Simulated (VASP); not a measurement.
Set up this calculation in VASP 6.6.1, as the native input.

```yaml
Task: single point
Functional: PBE
Potentials_or_basis: VASP PAW PBE potentials, release 64 (Sc_sv, Sb, Te)
Cutoff: 520 eV
k_mesh: 6 × 6 × 8
Occupations: gaussian, width 0.1 eV
Spin: no spin polarisation
Dipole_correction: no
Further_INCAR_settings: ALGO = Normal; EDIFF = 1e-06; NBANDS = 29
```

The structure of ScSbTe4 lies in POSCAR:

```
ScSbTe4
1.0
    6.1243426526      0.0000000000      0.0000000000
   -3.0621713263      5.3038363186      0.0000000000
    0.0000000000      0.0000000000      5.5123020199
Sc Sb Te
1 1 4
Direct
    0.6666666667      0.3333333333      0.0000000000
    0.0000000000      0.0000000000      0.0000000000
    0.3333333333      0.6666666667      0.0000000000
    0.5020432548      0.4979567452      0.5000000000
    0.5020432548      0.0040865096      0.5000000000
    0.9959134904      0.4979567452      0.5000000000
```

The cell was built from a structure type or drawn by symmetry, and may not be a known phase.

These files were run (other wordings do the same):

INCAR

```
PREC = Accurate
ENCUT = 520
EDIFF = 1E-6
ISMEAR = 0
SIGMA = 0.1
LREAL = F
LASPH = T
NELM = 80
ALGO = Normal
ISIF = 2
LWAVE = F
LCHARG = T
GGA = PE
LELF = T
LVHAR = T
NBANDS = 29
```

KPOINTS

```
Automatic mesh
0
Gamma
  6 6 8
```

Potentials or basis: VASP PAW PBE potentials, release 64 (Sc_sv, Sb, Te).

The run is started by

```console
$ cat potpaw_PBE.64/Sc_sv/POTCAR potpaw_PBE.64/Sb/POTCAR potpaw_PBE.64/Te/POTCAR > POTCAR
$ mpirun -np 1 vasp_std > vasp.out
```

Results of the run:

The pressure is -0.1 GPa and the largest force is 0.017 eV/Å. The band gap on the k mesh is zero (bands 20 and 21 overlap by 1.44 eV).

Caveat: spin-orbit coupling is left out, which moves the levels of the heavy elements.

Wall time 110 s on 1 thread of Intel(R) Xeon(R) 6975P-C (Granite Rapids), with other jobs on the host, peak memory 0.41 GiB.
